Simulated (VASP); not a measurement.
Input of a VASP 6.6.1 run:

Contents of INCAR:

```
SYSTEM = Be4Br3F2
PREC = Accurate
ENCUT = 520
EDIFF = 1E-6
ISMEAR = 0
SIGMA = 0.1
LREAL = .FALSE.
LASPH = .TRUE.
NELM = 60
ALGO = Normal
ISIF = 2
LWAVE = .FALSE.
LCHARG = .FALSE.
GGA = PE
NBANDS = 32
```

The input KPOINTS:

```
Automatic mesh
0
G
  6 6 2
  0 0 0
```

The input POSCAR:

```
Be4Br3F2
1.0
    5.3931148905      0.0000000000      0.0000000000
   -2.6965574453      4.6705745007      0.0000000000
    0.0000000000      0.0000000000     11.0564227451
Be Br F
4 3 2
Direct
    0.3333333333      0.6666666667      0.6383036766
    0.6666666667      0.3333333333      0.6383036766
    0.6666666667      0.3333333333      0.3616963234
    0.3333333333      0.6666666667      0.3616963234
    0.5000000000      0.0000000000      0.0000000000
    0.0000000000      0.5000000000      0.0000000000
    0.5000000000      0.5000000000      0.0000000000
    0.3333333333      0.6666666667      0.5000000000
    0.6666666667      0.3333333333      0.5000000000
```

Potentials or basis: VASP PAW PBE potentials, release 64 (Be, Br, F).

The run is started by

```console
$ cat potpaw_PBE.64/Be/POTCAR potpaw_PBE.64/Br/POTCAR potpaw_PBE.64/F/POTCAR > POTCAR
$ mpirun -np 1 vasp_std > vasp.out
```

Task: What does it give for the pressure?

Result: 0.1 GPa.

Task: What does it give for the largest force?

Result: 0.058 eV/Å.

Task: What does it give for the band gap on the k mesh?

Result: Zero (an odd number of electrons rules out a gap without spin polarisation).

Stress tensor (GPa, compression positive):
```
-0.03  0.00  0.00
 0.00 -0.03  0.00
 0.00  0.00  0.28
```

Caveat: an odd number of electrons without spin polarisation forces a metal; a magnetic or distorted state may lie lower.
